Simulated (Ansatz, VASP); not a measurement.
**Two plane-wave programs on Pt**

Contents of POSCAR:

```
Pt
1.0
   -1.5694863909      1.6244184146      1.5694863909
    1.5694863909     -1.6244184146      1.5694863909
    1.5694863909      1.6244184146     -1.5694863909
Pt
1
Direct
    0.0000000000      0.0000000000      0.0000000000
```

INCAR.step1

```
PREC = Accurate ; ENCUT = 520
ISMEAR = 0 ; SIGMA = 0.15
LREAL = F ; LASPH = T
NELM = 100 ; NBANDS = 11
GGA = PE ; ALGO = Normal
EDIFF = 1E-4 ; LWAVE = T
LCHARG = F
```

INCAR.step2

```
PREC = Accurate ; ENCUT = 520
EDIFF = 1E-7 ; ISMEAR = 0
SIGMA = 0.15 ; LREAL = F
LASPH = T ; NELM = 100
ALGO = Normal ; ISIF = 2
LWAVE = F ; LCHARG = T
METAGGA = R2SCAN ; LMIXTAU = T
LELF = T ; LVHAR = T
NBANDS = 11 ; ISTART = 1
```

Contents of KPOINTS:

```
regular mesh
0
Gamma
  26 26 26
```

Input for Ansatz:

```yaml
crystal:
  lattice:
    - [-1.5694863909, 1.6244184146, 1.5694863909]
    - [1.5694863909, -1.6244184146, 1.5694863909]
    - [1.5694863909, 1.6244184146, -1.5694863909]
  atoms:
    - { symbol: Pt, position: [0.0, 0.0, 0.0] }
basis:
  ecutwfc: 500
kpoints:
  mp_grid: { grid: [26, 26, 26] }
hamiltonian:
  xc: r2scan
scf:
  occupations: { method: gaussian, width: 0.15 }
output:
  forces: true
  stress: true
  eigenvalues: true
```

Change from the starting cell: strain +0.0350 x Voigt [0, 1, 0, 0, 0, 0], atoms carried along.

Alike in both runs: task single point; functional r2SCAN; k mesh 26 × 26 × 26; occupations gaussian, width 0.15 eV; no spin polarisation.

|  | VASP | Ansatz |
| --- | --- | --- |
| version | VASP 6.6.1 | Ansatz 0.2.0 |
| potentials or method | VASP PAW PBE potentials, release 64 (Pt), cutoff 520 eV | scalar-relativistic, plane waves, PAW |
| valence electrons in the cell | 10 | 18 |

```tsv
	VASP	Ansatz	Ansatz less VASP
gap on the k mesh at the Fermi level (eV)	none	none	-
pressure (GPa)	-7.6	-8.1	-0.49
traceless stress, the component that is largest in VASP (GPa)	1.65	1.63	-0.017
```

VASP's potentials were made for PBE, not for r2SCAN. A gap of «none» marks a metal or a gap that the smearing closes. The functional is the same, so the differences come from potentials, cutoffs and numerics. VASP's potentials hold 10 valence electrons a cell and Ansatz's 18, so a difference there can come from the potentials and not from the codes.

Spin-orbit coupling is off throughout.
